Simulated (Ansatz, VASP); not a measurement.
**Two plane-wave programs on Mg2SiN2**

```
Mg Si N
1.0
     2.89705    0.00000    0.00000
    -1.44852    2.50892    0.00000
     0.00000    0.00000    7.47542
Mg Si N
2 1 2
Direct
  0.66667 0.33333 0.33072
  0.33333 0.66667 0.66928
  0.00000 0.00000 0.00000
  0.66667 0.33333 0.86380
  0.33333 0.66667 0.13620
```

Change from the starting cell: species swapped into the Na2HfN2 type (P-3m1, No. 164).

Alike in both runs: functional PBE; k mesh 6 × 6 × 4; occupations gaussian, width 0.1 eV; no spin polarisation.

Ansatz relaxed the structure, and its values are those at the end. VASP's run is a single point on that final structure, the one shown.

|  | VASP | Ansatz |
| --- | --- | --- |
| version | VASP 6.6.1 | Ansatz 0.2.0 |
| potentials or method | VASP PAW PBE potentials, release 64 (Mg, Si, N), cutoff 520 eV | scalar-relativistic, plane waves, PAW |
| valence electrons in the cell | 18 | 34 |

|  | VASP | Ansatz | Ansatz less VASP |
| --- | --- | --- | --- |
| gap on the k mesh at the Fermi level (eV) | none | none | - |
| pressure (GPa) | -0.5 | -0.3 | +0.21 |
| rms of the force components (eV/Å) | 0.007 | 0.013 | +0.0065 |

A gap of «none» marks a metal or a gap that the smearing closes. VASP's potentials hold 18 valence electrons a cell and Ansatz's 34, so a difference there can come from the potentials and not from the codes.

The k mesh is coarse, so the values compare programs but aren't converged.
